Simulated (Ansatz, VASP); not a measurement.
# One calculation of PbO, two programs

```
CELL_PARAMETERS angstrom
0.00000 2.62285 2.62285
2.62285 0.00000 2.62285
2.62285 2.62285 0.00000
ATOMIC_POSITIONS crystal
Pb 0.50000 0.50000 0.50000
O 0.00000 0.00000 0.00000
```

Alike in both runs: task single point; functional PBEsol; k mesh 10 × 10 × 10; occupations gaussian, width 0.05 eV; no spin polarisation.

|  | VASP | Ansatz |
| --- | --- | --- |
| version | VASP 6.6.1 | Ansatz 0.2.0 |
| potentials or method | VASP PAW PBE potentials, release 64 (Pb_d, O), cutoff 520 eV | scalar-relativistic, plane waves, PAW |
| valence electrons in the cell | 20 | 20 |

```tsv
	VASP	Ansatz	Ansatz less VASP
gap on the k mesh at the Fermi level (eV)	0.53	0.53	+0.001
least direct gap on the mesh (eV)	0.58	0.58	-0.001
pressure (GPa)	-3.6	-3.5	+0.10
```

VASP's potentials were made for PBE, not for PBEsol.

Spin-orbit coupling is off throughout.
